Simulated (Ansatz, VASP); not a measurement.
**Te2Mo in VASP and in Ansatz**

```
Te Mo
1.0
     3.40664    0.00000    0.00000
    -1.70332    2.95024    0.00000
     0.00000    0.00000   14.70897
Te Mo
4 2
Cartesian
  0.0000 1.9668 9.1362
  1.7033 0.9834 1.7817
  0.0000 1.9668 12.9273
  1.7033 0.9834 5.5728
  0.0000 1.9668 3.6772
  1.7033 0.9834 11.0317
```

Change from the starting cell: strain -0.025 along x and y, +0.050 along z, atoms carried along.

Alike in both runs: task single point; functional PBEsol; k mesh 12 × 12 × 2; occupations gaussian, width 0.05 eV; no spin polarisation.

```csv
,VASP,Ansatz
version,VASP 6.6.1,Ansatz 0.2.0
potentials or method,"VASP PAW PBE potentials, release 64 (Te, Mo_sv), cutoff 520 eV","scalar-relativistic, plane waves, PAW"
valence electrons in the cell,52,92
```

|  | VASP | Ansatz | Ansatz less VASP |
| --- | --- | --- | --- |
| gap on the k mesh at the Fermi level (eV) | 0.51 | 0.51 | +0.001 |
| least direct gap on the mesh (eV) | 0.94 | 0.94 | -0.001 |
| pressure (GPa) | -0.7 | -0.8 | -0.11 |
| traceless stress, the component that is largest in VASP (GPa) | -5.44 | -5.49 | -0.058 |
| rms of the force components (eV/Å) | 0.310 | 0.322 | +0.0117 |

VASP's potentials were made for PBE, not for PBEsol. Atom by atom the forces differ by 0.012 eV/Å (rms over components). VASP's potentials hold 52 valence electrons a cell and Ansatz's 92, so a difference there can come from the potentials and not from the codes.

Spin-orbit coupling is off throughout.
